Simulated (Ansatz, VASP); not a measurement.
Os in VASP and in Ansatz

Contents of POSCAR:

```
Os
1.0
    2.5051353916      0.0000000000      0.0000000000
    0.0000000000      2.5051353916      0.0000000000
    0.0000000000      0.0000000000      2.5051353916
Os
1
Direct
    0.0000000000      0.0000000000      0.0000000000
```

The input INCAR.step1:

```
SYSTEM = Os
ALGO = Normal
EDIFF = 1E-4
ENCUT = 520
GGA = PE
ISMEAR = -1
LASPH = .True.
LCHARG = .False.
LREAL = .False.
LWAVE = .True.
NBANDS = 10
NELM = 60
PREC = Accurate
SIGMA = 0.1
```

Contents of INCAR.step2:

```
SYSTEM = Os
ALGO = Normal
EDIFF = 1E-6
ENCUT = 520
ISIF = 2
ISMEAR = -1
ISTART = 1
LASPH = .True.
LCHARG = .False.
LMIXTAU = .True.
LREAL = .False.
LWAVE = .False.
METAGGA = R2SCAN
NBANDS = 10
NELM = 60
PREC = Accurate
SIGMA = 0.1
```

File KPOINTS:

```
k-points
0
Gamma
  14 14 14
  0 0 0
```

Input for Ansatz:

```yaml
crystal:
  lattice:
    - [2.5051353916, 0.0, 0.0]
    - [0.0, 2.5051353916, 0.0]
    - [0.0, 0.0, 2.5051353916]
  atoms:
    - { symbol: Os, position: [0.0, 0.0, 0.0] }
hamiltonian:
  xc: r2scan
  pseudopotentials:
    kind: paw
    azcp:
      Os: "pseudopotentials/Os.paw.azcp"
basis:
  ecutwfc: 500
  fft_grid_basis: typed
kpoints:
  mp_grid: { grid: [14, 14, 14], shift: [0, 0, 0] }
magnetization:
  spin_polarized: false
scf:
  occupations: { method: fermi_dirac, width: 0.1 }
  lower_state_search: "off"
output:
  stress: true
```

Alike in both runs: task single point; functional r2SCAN; k mesh 14 × 14 × 14; occupations fermi-dirac, width 0.1 eV; no spin polarisation.

|  | VASP | Ansatz |
| --- | --- | --- |
| version | VASP 6.6.1 | Ansatz 0.2.0 |
| potentials or method | VASP PAW PBE potentials, release 64 (Os), cutoff 520 eV | plane waves (500 eV) with PAW, scalar-relativistic |
| valence electrons in the cell | 8 | 16 |

|  | VASP | Ansatz | Ansatz less VASP |
| --- | --- | --- | --- |
| pressure (GPa) | 14.5 | 13.7 | -0.82 |

VASP's potentials were made for PBE, not for r2SCAN. VASP's potentials hold 8 valence electrons a cell and Ansatz's 16, so a difference there can come from the potentials and not from the codes.

Neither program's run includes spin-orbit coupling.
